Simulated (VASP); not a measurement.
# AlP (F-43m) in VASP: settings compared

The runs below take AlP through single point, with LDA, PBE+D3(BJ), PBE.

Program: VASP 6.6.1. These are calculated values, not measurements. Logs are shortened: lines on timing, memory, paths and dates and some standing lists are left out, and cuts for length are marked.

## 1. The cell of the first run

It takes space group F-43m (No. 216, cubic). Conventional cell: a = 5.473 Å, b = 5.473 Å, c = 5.473 Å, α = 90.00°, β = 90.00°, γ = 90.00°. Within 3.1 Å of Al (site symmetry -43m) lie 4 P at 2.37 Å. Within 3.1 Å of P (site symmetry -43m) lie 4 Al at 2.37 Å.

## 2. Single point, LDA

INCAR reads:

```
SYSTEM = AlP
  PREC = Accurate
  ENCUT = 500
  EDIFF = 1E-6
  ISMEAR = 0
  SIGMA = 0.1
  LREAL = .FALSE.
  LASPH = .TRUE.
  NELM = 120
  ALGO = Normal
  ISIF = 2
  LWAVE = .FALSE.
  LCHARG = .TRUE.
  GGA = CA
  LELF = .TRUE.
  LVHAR = .TRUE.
  NBANDS = 11
  GGA_COMPAT = .FALSE.
```

KPOINTS reads:

```
regular mesh
0
G
  1 1 1
  0 0 0
```

POSCAR reads:

```
AlP
1.0
    0.0000000000      2.7364837130      2.7364837130
    2.7364837130      0.0000000000      2.7364837130
    2.7364837130      2.7364837130      0.0000000000
Al P
1 1
Direct
    0.0000000000      0.0000000000      0.0000000000
    0.7500000000      0.7500000000      0.7500000000
```

Potentials or basis: VASP PAW LDA potentials, release 64 (Al, P).

Launch:

```
> cat potpaw_LDA.64/Al/POTCAR potpaw_LDA.64/P/POTCAR > POTCAR
> mpirun -np 1 vasp_gam > vasp.out
```

OUTCAR:

```text
SYSTEM = AlP
   PREC = Accurate
   ENCUT = 500
   EDIFF = 1E-6
   ISMEAR = 0
   LREAL = .FALSE.
   LASPH = .TRUE.
   NELM = 120
   ISIF = 2
   GGA = CA

 ion  position               nearest neighbor table
   1  0.000  0.000  0.000-   2 2.37   2 2.37   2 2.37   2 2.37
   2  0.750  0.750  0.750-   1 2.37   1 2.37   1 2.37   1 2.37

  LATTYP: Found a face centered cubic cell.
 ALAT       =     5.4729674260

  Lattice vectors:

 A1 = (   0.0000000000,   2.7364837130,   2.7364837130)
 A2 = (   2.7364837130,   0.0000000000,   2.7364837130)
 A3 = (   2.7364837130,   2.7364837130,   0.0000000000)

Analysis of symmetry for initial positions (statically):
=====================================================================
 Subroutine PRICEL returns:
 Original cell was already a primitive cell.

 Routine SETGRP: Setting up the symmetry group for a
 face centered cubic supercell.

 Subroutine GETGRP returns: Found 24 space group operations
 (whereof 24 operations were pure point group operations)
 out of a pool of 48 trial point group operations.

The static configuration has the point symmetry T_d .

Analysis of symmetry for dynamics (positions and initial velocities):
=====================================================================
 Subroutine PRICEL returns:
 Original cell was already a primitive cell.

 Routine SETGRP: Setting up the symmetry group for a
 face centered cubic supercell.

 Subroutine GETGRP returns: Found 24 space group operations
 (whereof 24 operations were pure point group operations)
 out of a pool of 48 trial point group operations.

The dynamic configuration has the point symmetry T_d .

 Subroutine INISYM returns: Found 24 space group operations
 (whereof 24 operations are pure point group operations),
 and found     1 'primitive' translations

----------------------------------------------------------------------------------------

                                     Primitive cell

  volume of cell :      40.9835

  direct lattice vectors                    reciprocal lattice vectors
     0.000000000  2.736483713  2.736483713    -0.182716235  0.182716235  0.182716235
     2.736483713  0.000000000  2.736483713     0.182716235 -0.182716235  0.182716235
     2.736483713  2.736483713  0.000000000     0.182716235  0.182716235 -0.182716235

  length of vectors
[... 55 lines left out ...]
   LASPH  =      T    aspherical Exc in radial PAW
   ENCUT  =  500.0 eV  36.75 Ry    6.06 a.u.   7.06  7.06  7.06*2*pi/ulx,y,z
   NELM   =    120;   NELMIN=  2; NELMDL= -5     # of ELM steps
   EDIFF  = 0.1E-05   stopping-criterion for ELM
   LREAL  =      F    real-space projection
   EDIFFG = 0.1E-04   stopping-criterion for IOM
   NSW    =      0    number of steps for IOM
   IBRION =     -1    ionic relax: 0-MD 1-quasi-New 2-CG
   NFREE  =      0    steps in history (QN), initial steepest desc. (CG)
   ISIF   =      2    stress and relaxation
   ISYM   =      2    0-nonsym 1-usesym 2-fastsym
   POTIM  = 0.5000    time-step for ionic-motion
   TEBEG  =    0.0;   TEEND  =   0.0 temperature during run
   PSTRESS=    0.0 pullay stress
   NELECT =       8.0000    total number of electrons
   NUPDOWN=      -1.0000    fix difference up-down
   EMIN   =  10.00;   EMAX   =-10.00  energy-range for DOS
   EFERMI =   0.00;   METHOD = LEGACY
   ISMEAR =     0;   SIGMA  =   0.10  broadening in eV -4-tet -1-fermi 0-gaus
   EFERMI_NEDOS =   21; number of points for ismear=-14 and -15
   IALGO  =     38    algorithm
   IMIX   =      4    mixing-type and parameters
     AMIX     =   0.40;   BMIX     =  1.00
     AMIX_MAG =   1.60;   BMIX_MAG =  1.00
  volume/ion in A,a.u.               =      20.49       138.29
  Fermi-wavevector in a.u.,A,eV,Ry     =   0.949661  1.794599 12.270497  0.901856
  Thomas-Fermi vector in A             =   2.077965
   LORBIT       =      0    0 simple, 1 ext, 2 COOP (PROOUT), +10 PAW based schemes
   GGA     = CA    functional components
   LHFCALC =     F    Hartree Fock is set to
   AEXX    =    0.0000 exact exchange contribution
   IVDW    =     0    specifies the selected vdW correction
   LEPSILON=     F    determine dielectric tensor
   LRPA    =     F    only Hartree local field effects (RPA)
 non-spin polarized calculation
 Gauss-broadening in eV      SIGMA  =   0.10
  energy-cutoff  :      500.00
  volume of cell :       40.98
 maximum number of plane-waves:       519
   NGX = 15   NGY = 15   NGZ = 15

 number of electron       8.0000000 magnetization

 Free energy of the ion-electron system (eV)
  ---------------------------------------------------
  ext. energy  EPLUGINS =         0.00000000
  ---------------------------------------------------
  free energy    TOTEN  =         2.27530396 eV

  energy without entropy =        2.27530396  energy(sigma->0) =        2.27530396

 E-fermi :   6.1891     XC(G=0):  -9.0847

 val. band max:        5.7012123763   @ k =   0.0000   0.0000   0.0000
 cond. band min:       8.3712708141   @ k =   0.0000   0.0000   0.0000
 fundamental gap:      2.6700584378
 Fermi energy:         6.1891230698

 k-point     1 :       0.0000    0.0000    0.0000
  band No.  band energies     occupation
      1      -6.0385      2.00000
      2       5.7012      2.00000
      3       5.7012      2.00000
      4       5.7012      2.00000
      5       8.3713      0.00000
      6       9.1630      0.00000
      7       9.1630      0.00000
      8       9.1630      0.00000
      9      13.7354      0.00000
     10      13.7354      0.00000
     11      14.2468      0.00000

------------------------ aborting loop because EDIFF is reached ----------------------------------------

  FORCE on cell =-STRESS in cart. coord.  units (eV):
  Direction    XX          YY          ZZ          XY          YZ          ZX
  --------------------------------------------------------------------------------------
  -------------------------------------------------------------------------------------
  Total        7.0002333      7.0002333      7.0002333     -0.0000000      0.0000000      0.0000000
  in kB      273.6619994    273.6619994    273.6619994     -0.0000000      0.0000000      0.0000000
  external PRESSURE =     273.6619994 kB  Pullay stress =       0.0000000 kB

 VOLUME and BASIS-vectors are now :
 -----------------------------------------------------------------------------
  energy-cutoff  :      500.00
  volume of cell :       40.98
      direct lattice vectors                 reciprocal lattice vectors
     0.000000000  2.736483713  2.736483713    -0.182716235  0.182716235  0.182716235
     2.736483713  0.000000000  2.736483713     0.182716235 -0.182716235  0.182716235
     2.736483713  2.736483713  0.000000000     0.182716235  0.182716235 -0.182716235

 POSITION                                       TOTAL-FORCE (eV/Angst)
 -----------------------------------------------------------------------------------
      0.00000      0.00000      0.00000         0.000000      0.000000      0.000000
      4.10473      4.10473      4.10473        -0.000000     -0.000000     -0.000000
 -----------------------------------------------------------------------------------
    total drift:                                0.000000      0.000000      0.000000

  FREE ENERGIE OF THE ION-ELECTRON SYSTEM (eV)
  ---------------------------------------------------
  free  energy   TOTEN  =         2.2753039584 eV

  energy  without entropy=        2.2753039584  energy(sigma->0) =        2.27530396
```

OSZICAR:

```text
N       E                     dE             d eps       ncg     rms          rms(c)
DAV:   1     0.236401894572E+02    0.23640E+02   -0.32401E+03    22   0.504E+02
DAV:   2     0.130610257694E+01   -0.22334E+02   -0.21996E+02    44   0.738E+01
DAV:   3    -0.428775076967E+00   -0.17349E+01   -0.17170E+01    25   0.171E+01
DAV:   4    -0.439148787376E+00   -0.10374E-01   -0.10373E-01    28   0.199E+00
DAV:   5    -0.439238080473E+00   -0.89293E-04   -0.89291E-04    22   0.191E-01    0.793E+00
DAV:   6     0.190159197372E+01    0.23408E+01   -0.57328E+00    22   0.830E+00    0.593E+00
DAV:   7     0.225414774281E+01    0.35256E+00   -0.12123E+00    22   0.405E+00    0.371E+00
DAV:   8     0.227498450948E+01    0.20837E-01   -0.12659E-01    22   0.152E+00    0.375E-01
DAV:   9     0.227564295141E+01    0.65844E-03   -0.91513E-03    22   0.393E-01    0.157E-01
DAV:  10     0.227542495667E+01   -0.21799E-03   -0.27837E-04    22   0.871E-02    0.696E-02
DAV:  11     0.227530554872E+01   -0.11941E-03   -0.55353E-05    22   0.492E-02    0.371E-02
DAV:  12     0.227530401529E+01   -0.15334E-05   -0.46227E-06    22   0.103E-02    0.392E-03
DAV:  13     0.227530395838E+01   -0.56903E-07   -0.29690E-07    11   0.236E-03
   1 F= 0.22753040E+01 E0= 0.22753040E+01  d E =-.775997E-11
```

Wall time 2.1 s (1 thread of Intel Xeon Platinum 8488C (Sapphire Rapids), shared host); peak memory 0.12 GiB.

Results:

| Item | Value |
| --- | --- |
| Free energy | 2.2753 eV |
| Pressure | 27.4 GPa |
| Band gap on the k mesh | 2.67 eV |

Levels at points of the mesh, in eV from the valence-band top:
```tsv
k point	band 1	band 2	band 3	band 4	band 5	band 6	band 7	band 8
(0.00, 0.00, 0.00)	-11.74	0.00	0.00	0.00	2.67	3.46	3.46	3.46
```

Caveat: the k points lie up to 1.99 Å⁻¹ apart. A hybrid or GW would open this gap; LDA tends to underestimate it.

## 3. Single point, PBE+D3(BJ)

INCAR reads:

```
PREC = Accurate
ENCUT = 500
EDIFF = 1E-6
ISMEAR = 0
SIGMA = 0.1
LREAL = F
LASPH = T
NELM = 120
ALGO = Normal
ISIF = 2
LWAVE = F
LCHARG = F
GGA = PE
IVDW = 12
NBANDS = 11
GGA_COMPAT = F
```

KPOINTS reads:

```
regular mesh
0
Gamma
  1 1 1
```

POSCAR is that of step 2.

Potentials or basis: VASP PAW PBE potentials, release 64 (Al, P).

Launch:

```
> cat potpaw_PBE.64/Al/POTCAR potpaw_PBE.64/P/POTCAR > POTCAR
> mpirun -np 1 vasp_gam > vasp.out
```

OUTCAR:

```text
PREC = Accurate
   ENCUT = 500
   EDIFF = 1E-6
   ISMEAR = 0
   LREAL = F
   LASPH = T
   NELM = 120
   ISIF = 2
   GGA = PE
   IVDW = 12
 IVDW          = 12

 ion  position               nearest neighbor table
   1  0.000  0.000  0.000-   2 2.37   2 2.37   2 2.37   2 2.37
   2  0.750  0.750  0.750-   1 2.37   1 2.37   1 2.37   1 2.37

  LATTYP: Found a face centered cubic cell.
 ALAT       =     5.4729674260

  Lattice vectors:

 A1 = (   0.0000000000,   2.7364837130,   2.7364837130)
[... 173 lines left out ...]

------------------------ aborting loop because EDIFF is reached ----------------------------------------

 Edisp (eV)   -0.61134

 E8    (eV) :    -0.2530

  FORCE on cell =-STRESS in cart. coord.  units (eV):
  Direction    XX          YY          ZZ          XY          YZ          ZX
  --------------------------------------------------------------------------------------
  -------------------------------------------------------------------------------------
  Total       7.12998     7.12998     7.12998    -0.00000     0.00000    -0.00000
  in kB     278.73429   278.73429   278.73429    -0.00000     0.00000    -0.00000
  external pressure =      278.73 kB  Pullay stress =        0.00 kB

 VOLUME and BASIS-vectors are now :
 -----------------------------------------------------------------------------
  energy-cutoff  :      500.00
  volume of cell :       40.98
      direct lattice vectors                 reciprocal lattice vectors
     0.000000000  2.736483713  2.736483713    -0.182716235  0.182716235  0.182716235
     2.736483713  0.000000000  2.736483713     0.182716235 -0.182716235  0.182716235
     2.736483713  2.736483713  0.000000000     0.182716235  0.182716235 -0.182716235

 POSITION                                       TOTAL-FORCE (eV/Angst)
 -----------------------------------------------------------------------------------
      0.00000      0.00000      0.00000         0.000000      0.000000      0.000000
      4.10473      4.10473      4.10473        -0.000000     -0.000000     -0.000000
 -----------------------------------------------------------------------------------
    total drift:                                0.000000      0.000000      0.000000

  FREE ENERGIE OF THE ION-ELECTRON SYSTEM (eV)
  ---------------------------------------------------
  free  energy   TOTEN  =         2.2825746528 eV

  energy  without entropy=        2.2825746528  energy(sigma->0) =        2.28257465
```

stdout:

```text
POSCAR found type information on POSCAR AlP
 POSCAR found :  2 types and       2 ions
 scaLAPACK will be used
 LDA part: xc-table for (Slater+PW92), standard interpolation
 POSCAR, INCAR and KPOINTS ok, starting setup
 FFT: planning ... GRIDC
 FFT: planning ... GRID_SOFT
 FFT: planning ... GRID
 WAVECAR not read
 entering main loop
```

It took 2.6 s on 1 thread of Intel Xeon Platinum 8488C (Sapphire Rapids), shared host; peak memory 0.15 GiB.

What came out:

```
Free energy                : 2.2826 eV
Pressure                   : 27.9 GPa
Band gap on the k mesh     : 3.12 eV
Dispersion energy per atom : -0.306 eV
```

Levels at points of the mesh, in eV from the valence-band top:
```
           k point  band 1  band 2  band 3  band 4  band 5  band 6  band 7  band 8  band 9
(0.00, 0.00, 0.00)  -11.60    0.00    0.00    0.00    3.12    3.85    3.85    3.85    8.26
```

Caveat: the k points lie up to 1.99 Å⁻¹ apart. A k mesh can miss the band edges.

## 4. Single point, PBE

INCAR reads:

```
SYSTEM = AlP
PREC = Accurate
ENCUT = 500
EDIFF = 1E-6
ISMEAR = 0
SIGMA = 0.1
LREAL = .False.
LASPH = .True.
NELM = 120
ALGO = Normal
ISIF = 2
LWAVE = .False.
LCHARG = .False.
GGA = PE
NBANDS = 11
GGA_COMPAT = .False.
```

KPOINTS reads:

```
regular mesh
0
Gamma
  1 1 1
  0 0 0
```

POSCAR is that of step 3.

Launch:

```
> cat potpaw_PBE.64/Al/POTCAR potpaw_PBE.64/P/POTCAR > POTCAR
> mpirun -np 1 vasp_gam > vasp.out
```

Run time: 2.7 s. Hardware: 1 thread of Intel Xeon Platinum 8488C (Sapphire Rapids), shared host; peak memory 0.14 GiB.

Results (log left out):

```yaml
Free_energy: 2.8939 eV
Pressure: 30.5 GPa
Band_gap_on_the_k_mesh: 3.12 eV
```

Levels at points of the mesh, in eV from the valence-band top:
| k point | band 2 | band 3 | band 4 | band 5 | band 6 | band 7 |
| --- | --- | --- | --- | --- | --- | --- |
| (0.00, 0.00, 0.00) | 0.00 | 0.00 | 0.00 | 3.12 | 3.85 | 3.85 |

Caveat: the k points lie up to 1.99 Å⁻¹ apart.

## 5. Single point, PBE, collinear spin, zero start

This run uses another cell than the first one, of 20.90 Å³/atom, 1.020 times its volume.

INCAR reads:

```
PREC     = Accurate       # precision mode
ENCUT    = 500            # plane-wave cutoff, eV
EDIFF    = 1E-6           # SCF threshold, eV
ISMEAR   = 1              # smearing method
SIGMA    = 0.13605693122994 # smearing width, eV
LREAL    = F              # projectors in reciprocal space
LASPH    = T              # aspherical terms in the spheres
NELM     = 200            # most SCF steps
ALGO     = Normal         # electronic algorithm
ISIF     = 2              # what is computed and relaxed
LWAVE    = F              # write WAVECAR
LCHARG   = F              # write CHGCAR
ISPIN    = 2              # spin polarisation
MAGMOM   = 0 0            # initial moments
LORBIT   = 11             # projections on sites
GGA      = PE             # functional
NBANDS   = 15             # bands
GGA_COMPAT= F
```

KPOINTS reads:

```
Automatic mesh
0
Gamma
  1 1 1
  0.19 0.49 0.22
```

POSCAR reads:

```
AlP
1.0
    0.0000000000      2.7546066498      2.7546066498
    2.7546066498      0.0000000000      2.7546066498
    2.7546066498      2.7546066498      0.0000000000
Al P
1 1
Direct
    0.0000000000      0.0000000000      0.0000000000
    0.7500000000      0.7500000000      0.7500000000
```

Launch:

```
> cat potpaw_PBE.64/Al/POTCAR potpaw_PBE.64/P/POTCAR > POTCAR
> mpirun -np 1 vasp_std > vasp.out
```

Run time: 3.7 s. Hardware: 1 thread of Intel Xeon Platinum 8488C (Sapphire Rapids), shared host; peak memory 0.15 GiB.

It converged, with:

```yaml
Free_energy: -10.4647 eV
Pressure: -0.4 GPa
Band_gap_on_the_k_mesh: 4.65 eV
Net_moment: 0.00 μB per cell
Valence_electrons_inside_the_program's_atomic_spheres: Al 0.77; P 2.59
```

Levels at points of the mesh, in eV from the valence-band top:
Spin up:
| k point | band 1 | band 2 | band 3 | band 4 | band 5 | band 6 | band 7 | band 8 |
| --- | --- | --- | --- | --- | --- | --- | --- | --- |
| (0.19, 0.49, 0.22) | -9.07 | -3.53 | -1.70 | 0.00 | 4.65 | 6.15 | 6.92 | 7.56 |
Spin down:
```tsv
k point	band 1	band 2	band 3	band 4	band 5	band 6	band 7	band 8
(0.19, 0.49, 0.22)	-9.07	-3.53	-1.70	0.00	4.65	6.15	6.92	7.56
```

Caveat: the k points lie up to 1.98 Å⁻¹ apart. Expect the measured gap to be larger: semilocal functionals such as PBE lack the derivative discontinuity.

## 6. Overview

```tsv
level	potentials or basis	spin	cell	k mesh	smearing	gap on the mesh (eV)	pressure (GPa)
LDA	VASP PAW LDA potentials, release 64 (Al, P)	off	a = 3.870 Å, angles 60.0°, 2 atoms	1 × 1 × 1	gaussian 0.1 eV	2.67	27.4
PBE+D3(BJ)	VASP PAW PBE potentials, release 64 (Al, P)	off	a = 3.870 Å, angles 60.0°, 2 atoms	1 × 1 × 1	gaussian 0.1 eV	3.12	27.9
PBE	VASP PAW PBE potentials, release 64 (Al, P)	off	a = 3.870 Å, angles 60.0°, 2 atoms	1 × 1 × 1	gaussian 0.1 eV	3.12	30.5
PBE	VASP PAW PBE potentials, release 64 (Al, P)	collinear, zero start	a = 3.896 Å, angles 60.0°, 2 atoms	1 × 1 × 1, shifted	methfessel-paxton 0.136057 eV	4.65	-0.4
```

Alike in all rows: task single point; cutoff (eV) 500.

Caveats: all runs use coarse meshes.

Absolute energies hang on the potentials; compare differences alone.
